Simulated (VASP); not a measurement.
Set up this calculation in VASP 6.6.1, as the native input.

```yaml
Task: single point
Functional: PBE
Potentials_or_basis: VASP PAW PBE potentials, release 64 (Mg, Be, S, O)
Cutoff: 520 eV
k_mesh: 4 × 4 × 4
Occupations: gaussian, width 0.1 eV
Spin: no spin polarisation
Dipole_correction: no
Further_INCAR_settings: ALGO = Normal; EDIFF = 1e-06; NBANDS = 21
```

The structure of MgBe2SO2 lies in POSCAR:

```
MgBe2SO2
1.0
    3.8379527200      0.0000000000      0.0000000000
    0.0000000000      3.8379527200      0.0000000000
    0.0000000000      0.0000000000      5.1603856200
Mg Be S O
1 2 1 2
Direct
    0.0000000000      0.0000000000      0.5000000000
    0.5000000000      0.5000000000      0.2536999900
    0.5000000000      0.5000000000      0.7463000100
    0.0000000000      0.0000000000      0.0000000000
    0.0000000000      0.5000000000      0.0000000000
    0.5000000000      0.0000000000      0.0000000000
```

The cell was generated, and may not be a known phase.

One way to write it, as run:

INCAR

```
  ALGO = Normal
  EDIFF = 1E-6
  ENCUT = 520
  GGA = PE
  ISIF = 2
  ISMEAR = 0
  LASPH = T
  LCHARG = F
  LREAL = F
  LWAVE = F
  NBANDS = 21
  NELM = 100
  PREC = Accurate
  SIGMA = 0.1
```

KPOINTS

```
k-points
0
Gamma
  4 4 4
```

Potentials or basis: VASP PAW PBE potentials, release 64 (Mg, Be, S, O).

Launch:

```bash
$ cat potpaw_PBE.64/Mg/POTCAR potpaw_PBE.64/Be/POTCAR potpaw_PBE.64/S/POTCAR potpaw_PBE.64/O/POTCAR > POTCAR
$ mpirun -np 1 vasp_std > vasp.out
```

Results of the run:

```json
{
 "Pressure": "0.6 GPa",
 "Largest force": "0.119 eV/Å",
 "Band gap on the k mesh": "zero (bands 12 and 13 overlap by 1.66 eV)"
}
```

Caveat: the k points lie up to 0.41 Å⁻¹ apart, too coarse for converged energies and pressures of a metal.

It took 23 s on 1 thread of AMD EPYC 7R13 Processor (Zen 3), on a shared host, peak memory 0.16 GiB.
